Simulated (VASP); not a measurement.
# CuAu (P4/mmm) in VASP: further runs

CuAu is run at these levels: PBEsol; tasks: single point.

All numbers are computed with VASP 6.6.1; they aren't measurements. Logs are shortened: lines on timing, memory, paths and dates and some standing lists are left out, and cuts for length are marked.

### Step 1. The cell of the first run

The structure is tetragonal, space group P4/mmm (No. 123). Conventional cell: a = 2.811 Å, b = 2.811 Å, c = 3.685 Å, α = 90.00°, β = 90.00°, γ = 90.00°. Within 3.6 Å of Au (site symmetry 4/mmm) lie 8 Cu at 2.71 Å and 4 Au at 2.81 Å. Cu (site symmetry 4/mmm) has 8 Au at 2.71 Å and 4 Cu at 2.81 Å within 3.6 Å.

### Step 2. Single point, PBEsol

Contents of INCAR:

```
PREC = Accurate
ENCUT = 520
EDIFF = 1E-7
ISMEAR = -1
SIGMA = 0.05
LREAL = False
LASPH = True
NELM = 100
ALGO = Fast
ISIF = 2
LWAVE = False
LCHARG = True
GGA = PS
LELF = True
LVHAR = True
NBANDS = 18
```

Contents of KPOINTS:

```
Automatic mesh
0
Gamma
  8 8 6
```

Contents of POSCAR:

```
CuAu
1.0
    2.8107494552      0.0000000000      0.0000000000
    0.0000000000      2.8107494552      0.0000000000
    0.0000000000      0.0000000000      3.6850000000
Au Cu
1 1
Direct
    0.0000000000      0.0000000000      0.0000000000
    0.5000000000      0.5000000000      0.5000000000
```

Potentials or basis: VASP PAW PBE potentials, release 64 (Au, Cu).

On the command line:

```
$ cat potpaw_PBE.64/Au/POTCAR potpaw_PBE.64/Cu/POTCAR > POTCAR
$ mpirun -np 1 vasp_std > vasp.out
```

OUTCAR:

```text
PREC = Accurate
   ENCUT = 520
   EDIFF = 1E-7
   ISMEAR = -1
   LREAL = False
   LASPH = True
   NELM = 100
   ISIF = 2
   GGA = PS

 ion  position               nearest neighbor table
   1  0.000  0.000  0.000-   2 2.71   2 2.71   2 2.71   2 2.71   2 2.71   2 2.71   2 2.71   2 2.71

   2  0.500  0.500  0.500-   1 2.71   1 2.71   1 2.71   1 2.71   1 2.71   1 2.71   1 2.71   1 2.71

  LATTYP: Found a simple tetragonal cell.
 ALAT       =     2.8107494552
 C/A-ratio  =     1.3110382333

  Lattice vectors:

 A1 = (   2.8107494552,   0.0000000000,   0.0000000000)
 A2 = (   0.0000000000,   2.8107494552,   0.0000000000)
 A3 = (   0.0000000000,   0.0000000000,   3.6850000000)

Analysis of symmetry for initial positions (statically):
=====================================================================
 Subroutine PRICEL returns:
 Original cell was already a primitive cell.

 Routine SETGRP: Setting up the symmetry group for a
 simple tetragonal supercell.

 Subroutine GETGRP returns: Found 16 space group operations
 (whereof 16 operations were pure point group operations)
 out of a pool of 16 trial point group operations.

The static configuration has the point symmetry D_4h.

Analysis of symmetry for dynamics (positions and initial velocities):
=====================================================================
 Subroutine PRICEL returns:
 Original cell was already a primitive cell.

 Routine SETGRP: Setting up the symmetry group for a
 simple tetragonal supercell.

 Subroutine GETGRP returns: Found 16 space group operations
 (whereof 16 operations were pure point group operations)
 out of a pool of 16 trial point group operations.

The dynamic configuration has the point symmetry D_4h.

 Subroutine INISYM returns: Found 16 space group operations
 (whereof 16 operations are pure point group operations),
 and found     1 'primitive' translations

----------------------------------------------------------------------------------------

                                     Primitive cell

  volume of cell :      29.1127

  direct lattice vectors                    reciprocal lattice vectors
     2.810749455  0.000000000  0.000000000     0.355776997  0.000000000  0.000000000
     0.000000000  2.810749455  0.000000000     0.000000000  0.355776997  0.000000000
     0.000000000  0.000000000  3.685000000     0.000000000  0.000000000  0.271370421

  length of vectors
     2.810749455  2.810749455  3.685000000     0.355776997  0.355776997  0.271370421

  position of ions in fractional coordinates (direct lattice)
     0.000000000  0.000000000  0.000000000
     0.500000000  0.500000000  0.500000000

  ion indices of the primitive-cell ions
   primitive index   ion index
                 1           1
                 2           2

----------------------------------------------------------------------------------------

 KPOINTS: Automatic mesh

Automatic generation of k-mesh.
 Grid dimensions read from file:
 generate k-points for:    8    8    6

 Generating k-lattice:

  Cartesian coordinates                     Fractional coordinates (reciprocal lattice)
     0.044472125  0.000000000  0.000000000     0.125000000  0.000000000  0.000000000
     0.000000000  0.044472125  0.000000000     0.000000000  0.125000000  0.000000000
     0.000000000  0.000000000  0.045228403     0.000000000  0.000000000  0.166666667

  Length of vectors
     0.044472125  0.044472125  0.045228403

  Shift w.r.t. Gamma in fractional coordinates (k-lattice)
     0.000000000  0.000000000  0.000000000

 Subroutine IBZKPT returns following result:
 ===========================================

 Found     60 irreducible k-points:

 Following reciprocal coordinates:
            Coordinates               Weight
  0.000000  0.000000  0.000000      1.000000
  0.125000  0.000000  0.000000      4.000000
  0.250000  0.000000  0.000000      4.000000
  0.375000  0.000000  0.000000      4.000000
  0.500000  0.000000  0.000000      2.000000
  0.125000  0.125000  0.000000      4.000000
[... 16 lines left out ...]
  0.375000  0.125000  0.166667     16.000000
  0.500000  0.125000  0.166667      8.000000
 [... further k-points ...]
   k-points           NKPTS =     60   k-points in BZ     NKDIM =     60   number of bands    NBANDS=     18
   number of dos      NEDOS =    301   number of ions     NIONS =      2
   total plane-waves  NPLWV =  16128
   dimension x,y,z NGX =    24 NGY =   24 NGZ =   28
   dimension x,y,z NGXF=    48 NGYF=   48 NGZF=   56
   ions per type =               1   1
   NGX,Y,Z   is equivalent  to a cutoff of  14.20, 14.20, 12.63 a.u.
   NGXF,Y,Z  is equivalent  to a cutoff of  28.39, 28.39, 25.26 a.u.
 SYSTEM =  unknown system
   PREC   = accura    normal or accurate (medium, high low for compatibility)
   ISTART =      0    job   : 0-new  1-cont  2-samecut
   ICHARG =      2    charge: 1-file 2-atom 10-const
   ISPIN  =      1    spin polarized calculation?
   LNONCOLLINEAR =      F non collinear calculations
   LSORBIT =      F    spin-orbit coupling
   LASPH  =      T    aspherical Exc in radial PAW
   ENCUT  =  520.0 eV  38.22 Ry    6.18 a.u.   5.23  5.23  6.85*2*pi/ulx,y,z
   NELM   =    100;   NELMIN=  2; NELMDL= -5     # of ELM steps
   EDIFF  = 0.1E-06   stopping-criterion for ELM
   LREAL  =      F    real-space projection
   EDIFFG = 0.1E-05   stopping-criterion for IOM
   NSW    =      0    number of steps for IOM
   IBRION =     -1    ionic relax: 0-MD 1-quasi-New 2-CG
   NFREE  =      0    steps in history (QN), initial steepest desc. (CG)
   ISIF   =      2    stress and relaxation
   ISYM   =      2    0-nonsym 1-usesym 2-fastsym
   POTIM  = 0.5000    time-step for ionic-motion
   TEBEG  =    0.0;   TEEND  =   0.0 temperature during run
   PSTRESS=    0.0 pullay stress
   NELECT =      22.0000    total number of electrons
   NUPDOWN=      -1.0000    fix difference up-down
   EMIN   =  10.00;   EMAX   =-10.00  energy-range for DOS
   EFERMI =   0.00;   METHOD = LEGACY
   ISMEAR =    -1;   SIGMA  =   0.05  broadening in eV -4-tet -1-fermi 0-gaus
   EFERMI_NEDOS =   21; number of points for ismear=-14 and -15
   IALGO  =     68    algorithm
   IMIX   =      4    mixing-type and parameters
     AMIX     =   0.40;   BMIX     =  1.00
     AMIX_MAG =   1.60;   BMIX_MAG =  1.00
  volume/ion in A,a.u.               =      14.56        98.23
  Fermi-wavevector in a.u.,A,eV,Ry     =   1.491152  2.817868 30.253005  2.223533
  Thomas-Fermi vector in A             =   2.603843
   LORBIT       =      0    0 simple, 1 ext, 2 COOP (PROOUT), +10 PAW based schemes
   GGA     = PS    functional components
   LHFCALC =     F    Hartree Fock is set to
   AEXX    =    0.0000 exact exchange contribution
   IVDW    =     0    specifies the selected vdW correction
   LEPSILON=     F    determine dielectric tensor
   LRPA    =     F    only Hartree local field effects (RPA)
 non-spin polarized calculation
 RMM-DIIS sequential band-by-band and
  energy-cutoff  :      520.00
  volume of cell :       29.11
 maximum number of plane-waves:       808
 NGX is ok and might be reduce to    24
   NGX = 11   NGY = 11   NGZ = 13

 number of electron      22.0000010 magnetization

 Free energy of the ion-electron system (eV)
  ---------------------------------------------------
  ext. energy  EPLUGINS =         0.00000000
  ---------------------------------------------------
  free energy    TOTEN  =        -8.33774256 eV

  energy without entropy =       -8.33222488  energy(sigma->0) =       -8.33498372

 E-fermi :   8.5642     XC(G=0): -12.8339

 val. band max:        8.5321181298   @ k =   0.5000   0.1250   0.1667
 cond. band min:       8.6243075607   @ k =   0.2500   0.0000   0.3333
 fundamental gap:      0.0921894308
 Fermi energy:         8.5642407929

 k-point     1 :       0.0000    0.0000    0.0000
  band No.  band energies     occupation
      1      -1.2798      2.00000
      2       1.9529      2.00000
      3       2.1012      2.00000
      4       4.4996      2.00000
      5       4.4996      2.00000
      6       5.5771      2.00000
[... 10 lines left out ...]
     17      25.3232      0.00000
     18      25.9381      0.00000

 k-point     2 :       0.1250    0.0000    0.0000
  band No.  band energies     occupation
      1      -0.9203      2.00000
      2       2.1121      2.00000
      3       2.3286      2.00000
      4       4.2819      2.00000
      5       4.5841      2.00000
      6       5.4230      2.00000
[... 10 lines left out ...]
     17      26.0015      0.00000
     18      28.0811      0.00000

 k-point     3 :       0.2500    0.0000    0.0000
  band No.  band energies     occupation
      1       0.0499      2.00000
      2       2.4299      2.00000
      3       3.0408      2.00000
      4       3.7422      2.00000
      5       4.8165      2.00000
      6       5.0355      2.00000
[... 10 lines left out ...]
     17      24.7027      0.00000
     18      26.8355      0.00000

 k-point     4 :       0.3750    0.0000    0.0000
  band No.  band energies     occupation
      1       1.2422      2.00000
      2       2.8588      2.00000
      3       3.2236      2.00000
      4       3.8072      2.00000
      5       4.6465      2.00000
      6       5.1195      2.00000
[... 375 lines left out ...]
      4       3.6848      2.00000
      5       4.3462      2.00000
      6       4.7154      2.00000
[... 10 lines left out ...]
     17      25.7810      0.00000
     18      27.0987      0.00000

 k-point    23 :       0.3750    0.1250    0.1667
  band No.  band energies     occupation
      1       1.7032      2.00000
      2       2.7561      2.00000
      3       3.3507      2.00000
      4       3.7019      2.00000
      5       4.3666      2.00000
      6       4.8691      2.00000
[... 10 lines left out ...]
     17      24.8514      0.00000
     18      25.3382      0.00000

 k-point    24 :       0.5000    0.1250    0.1667
  band No.  band energies     occupation
      1       2.3293      2.00000
      2       2.4345      2.00000
      3       3.4652      2.00000
      4       3.5781      2.00000
      5       4.4138      2.00000
      6       5.2548      2.00000
[... 10 lines left out ...]
     17      22.6340      0.00000
     18      24.1904      0.00000

 [... further k-points ...]
[... 5 lines left out ...]
  --------------------------------------------------------------------------------------
  -------------------------------------------------------------------------------------
  Total       -0.4833292     -0.4833292     -0.8630893      0.0000000     -0.0000000      0.0000000
  in kB      -26.5994017    -26.5994017    -47.4990109      0.0000000     -0.0000000      0.0000000
  external PRESSURE =     -33.5659381 kB  Pullay stress =       0.0000000 kB

 VOLUME and BASIS-vectors are now :
 -----------------------------------------------------------------------------
  energy-cutoff  :      520.00
  volume of cell :       29.11
      direct lattice vectors                 reciprocal lattice vectors
     2.810749455  0.000000000  0.000000000     0.355776997  0.000000000  0.000000000
     0.000000000  2.810749455  0.000000000     0.000000000  0.355776997  0.000000000
     0.000000000  0.000000000  3.685000000     0.000000000  0.000000000  0.271370421

 POSITION                                       TOTAL-FORCE (eV/Angst)
 -----------------------------------------------------------------------------------
      0.00000      0.00000      0.00000         0.000000      0.000000      0.000000
      1.40537      1.40537      1.84250         0.000000      0.000000      0.000000
 -----------------------------------------------------------------------------------
    total drift:                                0.000000      0.000000     -0.000000

  FREE ENERGIE OF THE ION-ELECTRON SYSTEM (eV)
  ---------------------------------------------------
  free  energy   TOTEN  =        -8.3377425644 eV

  energy  without entropy=       -8.3322248784  energy(sigma->0) =       -8.33498372
```

Run time: 61 s. Hardware: 1 thread of AMD EPYC 7R43 (Zen 3), shared host; peak memory 0.12 GiB.

Results:

| Item | Value |
| --- | --- |
| Free energy | -8.3377 eV |
| Pressure | -3.4 GPa |
| Band gap on the k mesh | zero (band 11 reaches 13.88 eV, above the bottom of band 12 at 6.58 eV) |

Stress tensor (GPa, compression positive):
```
-2.66  0.00  0.00
 0.00 -2.66  0.00
 0.00  0.00 -4.75
```

Caveat: the PAW data sets were made with another functional, which shifts forces and pressure a little; spin-orbit coupling is left out, which moves the levels of the heavy elements.

### Step 3. Single point, PBEsol

This run uses another cell than the first one, of 14.70 Å³/atom, 1.010 times its volume.

Contents of INCAR:

```
  PREC = Accurate
  ENCUT = 520
  EDIFF = 1E-7
  ISMEAR = -1
  SIGMA = 0.05
  LREAL = False
  LASPH = True
  NELM = 80
  ALGO = Normal
  ISIF = 2
  LWAVE = False
  LCHARG = False
  GGA = PS
  NBANDS = 18
```

KPOINTS is that of step 2.

POSCAR: that of step 2 with these lines changed.

```diff
@@ -4,3 +4,3 @@
     0.0000000000      2.8107494552      0.0000000000
-    0.0000000000      0.0000000000      3.6850000000
+    0.0000000000      0.0000000000      3.7218500000
 Au Cu
```

Potentials or basis: VASP PAW PBE potentials, release 64 (Au, Cu).

On the command line:

```
$ cat potpaw_PBE.64/Au/POTCAR potpaw_PBE.64/Cu/POTCAR > POTCAR
$ mpirun -np 1 vasp_std > vasp.out
```

It took 39 s on 1 thread of AMD EPYC 7R43 (Zen 3), shared host; peak memory 0.13 GiB.

Results (log left out):

```yaml
Free_energy: -8.3280 eV
Pressure: -4.8 GPa
Band_gap_on_the_k_mesh: zero (band 11 reaches 13.74 eV, above the bottom of band 12 at 6.47 eV)
```

Stress tensor (GPa, compression positive):
```
-4.10  0.00  0.00
 0.00 -4.10  0.00
 0.00  0.00 -6.24
```

Levels at points of the mesh, in eV from the Fermi level:
| k point | band 7 | band 8 | band 9 | band 10 | band 11 | band 12 | band 13 | band 14 | band 15 | band 16 |
| --- | --- | --- | --- | --- | --- | --- | --- | --- | --- | --- |
| (0.00, 0.00, 0.00) | -2.83 | -2.14 | -1.69 | -1.48 | -1.48 | 1.90 | 7.71 | 10.04 | 10.04 | 16.67 |
| (0.50, 0.00, 0.00) | -3.03 | -2.94 | -2.38 | -2.18 | -0.85 | -0.13 | 9.19 | 9.27 | 11.01 | 11.15 |
| (0.50, 0.50, 0.00) | -1.62 | -1.62 | -1.39 | -1.39 | 0.67 | 0.67 | 5.12 | 6.79 | 9.91 | 11.42 |
| (0.00, 0.00, 0.50) | -3.18 | -2.70 | -2.36 | -2.31 | -2.31 | -1.95 | 14.34 | 14.51 | 14.51 | 15.05 |
| (0.50, 0.00, 0.50) | -1.83 | -1.70 | -1.61 | -1.56 | -1.09 | -1.08 | 2.59 | 4.26 | 15.87 | 16.20 |
| (0.50, 0.50, 0.50) | -3.16 | -2.13 | -1.61 | -1.61 | 5.32 | 5.41 | 5.41 | 6.09 | 6.86 | 6.89 |

Caveat: the PAW data sets were made with another functional, which shifts forces and pressure a little; spin-orbit coupling is left out, which moves the levels of the heavy elements.

### Step 4. Single point, PBEsol

This run uses another cell than the first one, of 14.85 Å³/atom, 1.020 times its volume.

Contents of INCAR:

```
SYSTEM = CuAu
ALGO     = Normal         ! electronic algorithm
EDIFF    = 1E-6           ! SCF threshold, eV
ENCUT    = 520            ! plane-wave cutoff, eV
GGA      = PS             ! functional
ISIF     = 2              ! what is computed and relaxed
ISMEAR   = -1             ! smearing method
LASPH    = .TRUE.         ! aspherical terms in the spheres
LCHARG   = .TRUE.         ! write CHGCAR
LELF     = .TRUE.         ! ELF
LREAL    = .FALSE.        ! projectors in reciprocal space
LVHAR    = .TRUE.       
LWAVE    = .FALSE.        ! write WAVECAR
NBANDS   = 18             ! bands
NELM     = 60             ! most SCF steps
PREC     = Accurate       ! precision mode
SIGMA    = 0.05           ! smearing width, eV
```

Contents of KPOINTS:

```
k-points
0
G
  8 8 6
  0 0 0
```

POSCAR: that of step 3 with these lines changed.

```diff
@@ -4,3 +4,3 @@
     0.0000000000      2.8107494552      0.0000000000
-    0.0000000000      0.0000000000      3.7218500000
+    0.0000000000      0.0000000000      3.7587000000
 Au Cu
```

On the command line:

```
$ cat potpaw_PBE.64/Au/POTCAR potpaw_PBE.64/Cu/POTCAR > POTCAR
$ mpirun -np 1 vasp_std > vasp.out
```

Run time: 41 s. Hardware: 1 thread of AMD EPYC 7R43 (Zen 3), shared host; peak memory 0.13 GiB.

It converged, with:

```yaml
Free_energy: -8.3157 eV
Pressure: -6.3 GPa
Band_gap_on_the_k_mesh: zero (band 11 reaches 13.61 eV, above the bottom of band 12 at 6.36 eV)
```

Stress tensor (GPa, compression positive):
```
-5.61  0.00  0.00
 0.00 -5.61  0.00
 0.00  0.00 -7.65
```

Levels at points of the mesh, in eV from the Fermi level:
```tsv
k point	band 7	band 8	band 9	band 10	band 11	band 12	band 13	band 14	band 15	band 16
(0.00, 0.00, 0.00)	-2.81	-2.14	-1.67	-1.47	-1.47	1.77	7.44	10.12	10.12	16.66
(0.50, 0.00, 0.00)	-3.00	-2.90	-2.34	-2.14	-0.82	-0.10	9.03	9.12	10.77	10.99
(0.50, 0.50, 0.00)	-1.60	-1.58	-1.40	-1.40	0.75	0.75	5.14	6.77	9.81	11.30
(0.00, 0.00, 0.50)	-3.14	-2.67	-2.35	-2.26	-2.26	-1.92	14.38	14.49	14.49	14.97
(0.50, 0.00, 0.50)	-1.80	-1.67	-1.60	-1.57	-1.06	-1.04	2.56	4.18	15.90	16.25
(0.50, 0.50, 0.50)	-3.11	-2.11	-1.59	-1.58	5.33	5.38	5.38	6.09	6.81	6.81
```

Caveat: the PAW data sets were made with another functional, which shifts forces and pressure a little; spin-orbit coupling is left out, which moves the levels of the heavy elements.

(Continued in part 2 of 2.)
